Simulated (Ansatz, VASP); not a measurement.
## Two plane-wave programs on Tl

```
Tl
1.0
     0.00000    2.42250    2.42250
     2.42250    0.00000    2.42250
     2.42250    2.42250    0.00000
Tl
1
Direct
  0.00000 0.00000 0.00000
```

Alike in both runs: task single point; functional PBEsol; k mesh 13 × 13 × 13; occupations fermi-dirac, width 0.1 eV; no spin polarisation.

```csv
,VASP,Ansatz
version,VASP 6.6.1,Ansatz 0.2.0
potentials or method,"VASP PAW PBE potentials, release 64 (Tl_d), cutoff 520 eV","plane waves (420 eV) with PAW, scalar-relativistic"
valence electrons in the cell,13,13
```

```tsv
	VASP	Ansatz	Ansatz less VASP
pressure (GPa)	-0.1	0.0	+0.04
```

VASP's potentials were made for PBE, not for PBEsol, and Ansatz warns of the same on its side.

Spin-orbit coupling is off throughout.
